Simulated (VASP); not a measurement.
A run of VASP 6.6.1 is set up as follows.

File INCAR:

```
PREC     = Accurate       # precision mode
ENCUT    = 520            # plane-wave cutoff, eV
EDIFF    = 1E-6           # SCF threshold, eV
ISMEAR   = 0              # smearing method
SIGMA    = 0.05           # smearing width, eV
LREAL    = F              # projectors in reciprocal space
LASPH    = T              # aspherical terms in the spheres
NELM     = 80             # most SCF steps
ALGO     = Normal         # electronic algorithm
ISIF     = 2              # what is computed and relaxed
LWAVE    = F              # write WAVECAR
LCHARG   = F              # write CHGCAR
GGA      = PE             # functional
NBANDS   = 16             # bands
```

KPOINTS

```
Automatic mesh
0
Gamma
  12 12 6
```

Contents of POSCAR:

```
Si
1.0
    3.9567452140      0.0000000000      0.0000000000
   -1.9783726070      3.4266418716      0.0000000000
    0.0000000000      0.0000000000      6.0292883571
Si
4
Direct
    0.3333333333      0.6666666667      0.0393645135
    0.6666666667      0.3333333333      0.5393645135
    0.3333333333      0.6666666667      0.4606354865
    0.6666666667      0.3333333333      0.9606354865
```

Potentials or basis: VASP PAW PBE potentials, release 64 (Si).

Launch:

```console
$ cat potpaw_PBE.64/Si/POTCAR > POTCAR
$ mpirun -np 1 vasp_std > vasp.out
```

Problem. What does it give for the pressure?

Solution. -0.6 GPa.

Problem. Estimate the largest force.

Solution. 1.676 eV/Å.

Problem. Estimate the band gap on the k mesh.

Solution. Zero (band 8 reaches 6.36 eV, above the bottom of band 9 at 5.61 eV).

Stress tensor (GPa, compression positive):
```
-0.68  0.00  0.00
 0.00 -0.68  0.00
 0.00  0.00 -0.49
```

Caveat: forces of over 1 eV/Å act on the atoms, so gaps and moduli don't describe the material at rest.
